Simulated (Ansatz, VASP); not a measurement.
# Two plane-wave programs on Ta

INCAR

```
SYSTEM = Ta
PREC = Accurate ; ENCUT = 600
EDIFF = 1E-7 ; ISMEAR = 0
SIGMA = 0.1 ; LREAL = .FALSE.
LASPH = .TRUE. ; NELM = 60
ALGO = Normal ; ISIF = 3
LWAVE = .FALSE. ; LCHARG = .FALSE.
GGA = PE ; IBRION = 2
NSW = 100 ; EDIFFG = -0.01
```

File KPOINTS:

```
regular mesh
0
G
  24 24 24
  0 0 0
```

Contents of POSCAR:

```
Ta
1.0
   -1.6549278069      1.6549278069      1.6549278069
    1.6549278069     -1.6549278069      1.6549278069
    1.6549278069      1.6549278069     -1.6549278069
Ta
1
Direct
    0.0000000000      0.0000000000      0.0000000000
```

Input for Ansatz:

```yaml
crystal:
  lattice:
    - [-1.6549278069, 1.6549278069, 1.6549278069]
    - [1.6549278069, -1.6549278069, 1.6549278069]
    - [1.6549278069, 1.6549278069, -1.6549278069]
  atoms:
    - { symbol: Ta, position: [0.0, 0.0, 0.0] }
basis:
  ecutwfc: 420
kpoints:
  mp_grid: { grid: [24, 24, 24] }
hamiltonian:
  xc: pbe
scf:
  occupations: { method: gaussian, width: 0.1 }
output:
  forces: true
  stress: true
  eigenvalues: true
relax:
  adjacent_minimum: "off"
  f_tol: 0.01
  max_steps: 80
  cell: { stress_tol: 0.05 }
```

Alike in both runs: task relaxation of cell and atoms; functional PBE; k mesh 24 × 24 × 24; occupations gaussian, width 0.1 eV; no spin polarisation.

|  | VASP | Ansatz |
| --- | --- | --- |
| version | VASP 6.6.1 | Ansatz 0.2.0 |
| potentials or method | VASP PAW PBE potentials, release 64 (Ta_pv), cutoff 600 eV | scalar-relativistic, plane waves, PAW |
| valence electrons in the cell | 11 | 13 |

```tsv
	VASP	Ansatz	Ansatz less VASP
gap on the k mesh at the Fermi level, each at its own relaxed structure (eV)	none	none	-
relaxed volume (Å³/atom)	18.29	18.28	-0.012
relaxed cell length with the largest relative difference (Å)	2.875	2.874	-0.0006
```

A gap of «none» marks a metal or a gap that the smearing closes. VASP's potentials hold 11 valence electrons a cell and Ansatz's 13, so a difference there can come from the potentials and not from the codes.

Spin-orbit coupling is off throughout.
